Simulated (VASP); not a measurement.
# BAs (I-4m2) in VASP: further runs

BAs is run at these levels: PBE; tasks: single point.

All numbers are computed with VASP 6.6.1; they aren't measurements. Logs are shortened: lines on timing, memory, paths and dates and some standing lists are left out, and cuts for length are marked.

## Step 1: The cell of the first run

Symmetry: I-4m2, No. 119, tetragonal system. The conventional cell has a = 3.378 Å, b = 3.378 Å, c = 4.681 Å, α = 90.00°, β = 90.00°, γ = 90.00°. Within 2.7 Å of B (site symmetry -4m2) lie 4 As at 2.05 Å. As (site symmetry -4m2) has 4 B at 2.05 Å within 2.7 Å.

## Step 2: Single point, PBE (strain -0.0200 x Voigt [1, 0, 0, 0, 0, 0])

Input file INCAR:

```
SYSTEM = BAs
ALGO = Normal
EDIFF = 1E-7
ENCUT = 520
GGA = PE
ISIF = 2
ISMEAR = 0
LASPH = .True.
LCHARG = .True.
LELF = .True.
LREAL = .False.
LVHAR = .True.
LWAVE = .False.
NBANDS = 11
NELM = 80
PREC = Accurate
SIGMA = 0.05
```

Input file KPOINTS:

```
k-points
0
Gamma
  10 10 10
  0 0 0
```

Input file POSCAR:

```
BAs
1.0
    0.0000000000      2.3885000000      2.3885000000
    2.3407300000      0.0000000000      2.3885000000
    2.3407300000      2.3885000000      0.0000000000
B As
1 1
Direct
    0.0000000000      0.0000000000      0.0000000000
    0.7500000000      0.7500000000      0.7500000000
```

Potentials or basis: VASP PAW PBE potentials, release 64 (B, As).

Command:

```bash
$ cat potpaw_PBE.64/B/POTCAR potpaw_PBE.64/As/POTCAR > POTCAR
$ mpirun -np 1 vasp_std > vasp.out
```

OUTCAR:

```text
SYSTEM = BAs
   EDIFF = 1E-7
   ENCUT = 520
   GGA = PE
   ISIF = 2
   ISMEAR = 0
   LASPH = .True.
   LREAL = .False.
   NELM = 80
   PREC = Accurate

 ion  position               nearest neighbor table
   1  0.000  0.000  0.000-   2 2.05   2 2.05   2 2.05   2 2.05
   2  0.750  0.750  0.750-   1 2.05   1 2.05   1 2.05   1 2.05

  LATTYP: Found a body centered tetragonal cell.
 ALAT       =     3.3778490937
 C/A-ratio  =     1.3859292911

  Lattice vectors:

 A1 = (  -2.3407300000,   0.0000000000,  -2.3885000000)
 A2 = (  -2.3407300000,   0.0000000000,   2.3885000000)
 A3 = (   2.3407300000,   2.3885000000,   0.0000000000)

Analysis of symmetry for initial positions (statically):
=====================================================================
 Subroutine PRICEL returns:
 Original cell was already a primitive cell.

 Routine SETGRP: Setting up the symmetry group for a
 body centered tetragonal supercell.

 Subroutine GETGRP returns: Found  8 space group operations
 (whereof  8 operations were pure point group operations)
 out of a pool of 16 trial point group operations.

The static configuration has the point symmetry D_2d.

Analysis of symmetry for dynamics (positions and initial velocities):
=====================================================================
 Subroutine PRICEL returns:
 Original cell was already a primitive cell.

 Routine SETGRP: Setting up the symmetry group for a
 body centered tetragonal supercell.

 Subroutine GETGRP returns: Found  8 space group operations
 (whereof  8 operations were pure point group operations)
 out of a pool of 16 trial point group operations.

The dynamic configuration has the point symmetry D_2d.

 Subroutine INISYM returns: Found  8 space group operations
 (whereof  8 operations are pure point group operations),
 and found     1 'primitive' translations

----------------------------------------------------------------------------------------

                                     Primitive cell

  volume of cell :      26.7074

  direct lattice vectors                    reciprocal lattice vectors
     0.000000000  2.388500000  2.388500000    -0.213608575  0.209336404  0.209336404
     2.340730000  0.000000000  2.388500000     0.213608575 -0.209336404  0.209336404
     2.340730000  2.388500000  0.000000000     0.213608575  0.209336404 -0.209336404

  length of vectors
     3.377849094  3.344241197  3.344241197     0.365064492  0.365064492  0.365064492

[... 83 lines left out ...]
   NSW    =      0    number of steps for IOM
   IBRION =     -1    ionic relax: 0-MD 1-quasi-New 2-CG
   NFREE  =      0    steps in history (QN), initial steepest desc. (CG)
   ISIF   =      2    stress and relaxation
   ISYM   =      2    0-nonsym 1-usesym 2-fastsym
   POTIM  = 0.5000    time-step for ionic-motion
   TEBEG  =    0.0;   TEEND  =   0.0 temperature during run
   PSTRESS=    0.0 pullay stress
   NELECT =       8.0000    total number of electrons
   NUPDOWN=      -1.0000    fix difference up-down
   EMIN   =  10.00;   EMAX   =-10.00  energy-range for DOS
   EFERMI =   0.00;   METHOD = LEGACY
   ISMEAR =     0;   SIGMA  =   0.05  broadening in eV -4-tet -1-fermi 0-gaus
   EFERMI_NEDOS =   21; number of points for ismear=-14 and -15
   IALGO  =     38    algorithm
   IMIX   =      4    mixing-type and parameters
     AMIX     =   0.40;   BMIX     =  1.00
     AMIX_MAG =   1.60;   BMIX_MAG =  1.00
  volume/ion in A,a.u.               =      13.35        90.12
  Fermi-wavevector in a.u.,A,eV,Ry     =   1.095370  2.069949 16.324756  1.199836
  Thomas-Fermi vector in A             =   2.231692
   LORBIT       =      0    0 simple, 1 ext, 2 COOP (PROOUT), +10 PAW based schemes
   GGA     = PE    functional components
   LHFCALC =     F    Hartree Fock is set to
   AEXX    =    0.0000 exact exchange contribution
   IVDW    =     0    specifies the selected vdW correction
   LEPSILON=     F    determine dielectric tensor
   LRPA    =     F    only Hartree local field effects (RPA)
 non-spin polarized calculation
 Gauss-broadening in eV      SIGMA  =   0.05
  energy-cutoff  :      520.00
  volume of cell :       26.71
 maximum number of plane-waves:       740
 NGX is ok and might be reduce to    28
   NGX = 13   NGY = 13   NGZ = 13

 number of electron       8.0000001 magnetization

 Free energy of the ion-electron system (eV)
  ---------------------------------------------------
  ext. energy  EPLUGINS =         0.00000000
  ---------------------------------------------------
  free energy    TOTEN  =       -11.38482283 eV

  energy without entropy =      -11.38482283  energy(sigma->0) =      -11.38482283

 E-fermi :   6.7896     XC(G=0): -10.6725

 val. band max:        6.4804960201   @ k =   0.0000   0.0000   0.0000
 cond. band min:       7.3285033432   @ k =   0.0000   0.4000   0.4000
 fundamental gap:      0.8480073231
 Fermi energy:         6.7895984534

 k-point     1 :       0.0000    0.0000    0.0000
  band No.  band energies     occupation
      1      -9.2358      2.00000
      2       6.2868      2.00000
      3       6.2868      2.00000
      4       6.4805      2.00000
      5       9.5686      0.00000
      6       9.6999      0.00000
      7       9.6999      0.00000
      8      11.2921      0.00000
      9      16.0357      0.00000
     10      19.1053      0.00000
     11      19.6399      0.00000
[... 309 lines left out ...]
 k-point    24 :       0.4000    0.3000    0.0000
  band No.  band energies     occupation
      1      -6.5674      2.00000
      2      -0.2102      2.00000
      3       2.3198      2.00000
      4       2.8540      2.00000
      5       8.1254      0.00000
      6       9.8120      0.00000
      7      15.1704      0.00000
      8      15.7027      0.00000
      9      18.5029      0.00000
     10      22.2215      0.00000
     11      22.5440      0.00000

 [... further k-points ...]
[... 5 lines left out ...]
  --------------------------------------------------------------------------------------
  -------------------------------------------------------------------------------------
  Total        1.5389308      0.8549719      0.8549719      0.0000000      0.0000000      0.0000000
  in kB       92.3204374     51.2897562     51.2897562      0.0000000      0.0000000      0.0000000
  external PRESSURE =      64.9666499 kB  Pullay stress =       0.0000000 kB

 VOLUME and BASIS-vectors are now :
 -----------------------------------------------------------------------------
  energy-cutoff  :      520.00
  volume of cell :       26.71
      direct lattice vectors                 reciprocal lattice vectors
     0.000000000  2.388500000  2.388500000    -0.213608575  0.209336404  0.209336404
     2.340730000  0.000000000  2.388500000     0.213608575 -0.209336404  0.209336404
     2.340730000  2.388500000  0.000000000     0.213608575  0.209336404 -0.209336404

 POSITION                                       TOTAL-FORCE (eV/Angst)
 -----------------------------------------------------------------------------------
      0.00000      0.00000      0.00000         0.000000      0.000000      0.000000
      3.51110      3.58275      3.58275        -0.000000      0.000000      0.000000
 -----------------------------------------------------------------------------------
    total drift:                                0.000000      0.000000      0.000000

  FREE ENERGIE OF THE ION-ELECTRON SYSTEM (eV)
  ---------------------------------------------------
  free  energy   TOTEN  =       -11.3848228264 eV

  energy  without entropy=      -11.3848228264  energy(sigma->0) =      -11.38482283
```

OSZICAR:

```text
N       E                     dE             d eps       ncg     rms          rms(c)
DAV:   1     0.120331521756E+02    0.12033E+02   -0.39006E+03  2244   0.647E+02
DAV:   2    -0.113552993850E+02   -0.23388E+02   -0.22598E+02  3083   0.105E+02
DAV:   3    -0.120617366188E+02   -0.70644E+00   -0.70471E+00  2803   0.166E+01
DAV:   4    -0.120636437402E+02   -0.19071E-02   -0.19070E-02  2471   0.969E-01
DAV:   5    -0.120636464874E+02   -0.27471E-05   -0.27473E-05  2689   0.402E-02    0.508E+00
DAV:   6    -0.114559342307E+02    0.60771E+00   -0.16430E+00  2406   0.527E+00    0.247E+00
DAV:   7    -0.113914513660E+02    0.64483E-01   -0.20953E-01  2644   0.224E+00    0.100E+00
DAV:   8    -0.113843624727E+02    0.70889E-02   -0.20713E-02  2562   0.822E-01    0.100E-01
DAV:   9    -0.113846637274E+02   -0.30125E-03   -0.75348E-04  2571   0.161E-01    0.609E-02
DAV:  10    -0.113848170376E+02   -0.15331E-03   -0.18927E-04  2443   0.842E-02    0.124E-02
DAV:  11    -0.113848227364E+02   -0.56987E-05   -0.51868E-06  2740   0.154E-02    0.110E-02
DAV:  12    -0.113848227692E+02   -0.32813E-07   -0.26257E-06  2412   0.883E-03    0.385E-03
DAV:  13    -0.113848228264E+02   -0.57229E-07   -0.84978E-08  2236   0.189E-03
   1 F= -.11384823E+02 E0= -.11384823E+02  d E =-.712275E-21
```

Wall time 15 s (1 thread of Intel Xeon 6975P-C (Granite Rapids), shared host); peak memory 0.17 GiB.

Results:

| Quantity | Value |
| --- | --- |
| Free energy | -11.3848 eV |
| Pressure | 6.5 GPa |
| Band gap on the k mesh | 0.85 eV, indirect (least direct gap 3.09 eV) |

Levels at points of the mesh, in eV from the valence-band top:
| k point | band 2 | band 3 | band 4 | band 5 | band 6 | band 7 |
| --- | --- | --- | --- | --- | --- | --- |
| (0.00, 0.00, 0.00) | -0.19 | -0.19 | 0.00 | 3.09 | 3.22 | 3.22 |
| (0.50, 0.00, 0.00) | -9.07 | -2.11 | -1.87 | 2.66 | 4.59 | 4.79 |
| (0.50, 0.50, 0.00) | -8.83 | -4.24 | -4.21 | 1.35 | 1.38 | 11.26 |
| (0.00, 0.50, 0.50) | -8.66 | -4.42 | -4.42 | 1.12 | 1.12 | 11.44 |

Caveat: the cell differs from its parent crystal (strain -0.0200 x Voigt [1, 0, 0, 0, 0, 0]). A k mesh can miss the band edges.

## Step 3: Single point, PBE (strain -0.0300 x Voigt [1, 0, 0, 0, 0, 0])

Input file INCAR:

```
PREC = Accurate
ENCUT = 520
EDIFF = 1E-6
ISMEAR = 0
SIGMA = 0.05
LREAL = F
LASPH = T
NELM = 60
ALGO = Normal
ISIF = 2
LWAVE = F
LCHARG = T
GGA = PE
LELF = T
LVHAR = T
NBANDS = 11
```

Input file KPOINTS:

```
regular mesh
0
Gamma
  10 10 10
```

Input file POSCAR:

```
BAs
1.0
    0.0000000000      2.3885000000      2.3885000000
    2.3168450000      0.0000000000      2.3885000000
    2.3168450000      2.3885000000      0.0000000000
B As
1 1
Direct
    0.0000000000      0.0000000000      0.0000000000
    0.7500000000      0.7500000000      0.7500000000
```

Potentials or basis: VASP PAW PBE potentials, release 64 (B, As).

Command:

```bash
$ cat potpaw_PBE.64/B/POTCAR potpaw_PBE.64/As/POTCAR > POTCAR
$ mpirun -np 1 vasp_std > vasp.out
```

Wall time 15 s (1 thread of Intel Xeon 6975P-C (Granite Rapids), shared host); peak memory 0.17 GiB.

The run converged. Its results:

- Free energy: -11.3665 eV
- Pressure: 8.1 GPa
- Band gap on the k mesh: 0.68 eV, indirect (least direct gap 3.00 eV)

Stress tensor (GPa, compression positive):
```
12.22  0.00  0.00
 0.00  6.09  0.00
 0.00  0.00  6.09
```

Levels at points of the mesh, in eV from the valence-band top:
```tsv
k point	band 2	band 3	band 4	band 5	band 6	band 7
(0.00, 0.00, 0.00)	-0.29	-0.29	0.00	3.00	3.19	3.19
(0.50, 0.00, 0.00)	-9.21	-2.25	-1.89	2.62	4.49	4.82
(0.50, 0.50, 0.00)	-8.98	-4.32	-4.27	1.32	1.35	11.20
(0.00, 0.50, 0.50)	-8.72	-4.60	-4.60	0.96	0.96	11.48
```

Caveat: the cell differs from its parent crystal (strain -0.0300 x Voigt [1, 0, 0, 0, 0, 0]).

(Continued in part 2 of 2.)
